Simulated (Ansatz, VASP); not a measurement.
**MgO in VASP and in Ansatz**

File INCAR:

```
PREC = Accurate
ENCUT = 750
EDIFF = 1E-6
ISMEAR = 0
SIGMA = 0.05
LREAL = False
LASPH = True
NELM = 120
ALGO = Normal
ISIF = 2
LWAVE = False
LCHARG = False
GGA = CA
NBANDS = 15
GGA_COMPAT = False
```

KPOINTS

```
regular mesh
0
Gamma
  10 10 10
```

Contents of POSCAR:

```
MgO
1.0
    0.0000000000      2.1351500000      2.1351500000
    2.1351500000      0.0000000000      2.1351500000
    2.1351500000      2.1351500000      0.0000000000
Mg O
1 1
Direct
    0.0000000000      0.0000000000      0.0000000000
    0.5204903637      0.5204903637      0.4795096363
```

Input for Ansatz:

```yaml
crystal:
  lattice:
    - [0.0, 2.13515, 2.13515]
    - [2.13515, 0.0, 2.13515]
    - [2.13515, 2.13515, 0.0]
  atoms:
    - { symbol: Mg, position: [0.0, 0.0, 0.0] }
    - { symbol: O, position: [0.5204903637, 0.5204903637, 0.4795096363] }
basis:
  ecutwfc: 420
kpoints:
  mp_grid: { grid: [10, 10, 10] }
hamiltonian:
  xc: lda
scf:
  occupations: { method: gaussian, width: 0.05 }
output:
  forces: true
  stress: true
  eigenvalues: true
```

Change from the starting cell: all O atoms moved +0.087 Å, as atom 2 along Cartesian [0 0 1].

Alike in both runs: task single point; functional LDA; k mesh 10 × 10 × 10; occupations gaussian, width 0.05 eV; no spin polarisation.

|  | VASP | Ansatz |
| --- | --- | --- |
| version | VASP 6.6.1 | Ansatz 0.2.0 |
| potentials or method | VASP PAW LDA potentials, release 64 (Mg_sv, O), cutoff 750 eV | scalar-relativistic, plane waves, PAW |
| valence electrons in the cell | 16 | 16 |

VASP gave:

| Quantity | Value |
| --- | --- |
| gap on the k mesh at the Fermi level (eV) | 4.28 |
| least direct gap on the mesh (eV) | 4.28 |
| pressure (GPa) | -11.1 |
| traceless stress, the component that is largest in VASP (GPa) | 1.52 |
| rms of the force components (eV/Å) | 0.219 |

Estimate Ansatz's values.

gap on the k mesh at the Fermi level (eV): 4.26; least direct gap on the mesh (eV): 4.26; pressure (GPa): -11.0; traceless stress, the component that is largest in VASP (GPa): 1.48; rms of the force components (eV/Å): 0.212.

LDA's correlation is that of Perdew and Zunger in VASP and of Perdew and Wang (1992) in Ansatz. Atom by atom the forces differ by 0.007 eV/Å (rms over components).
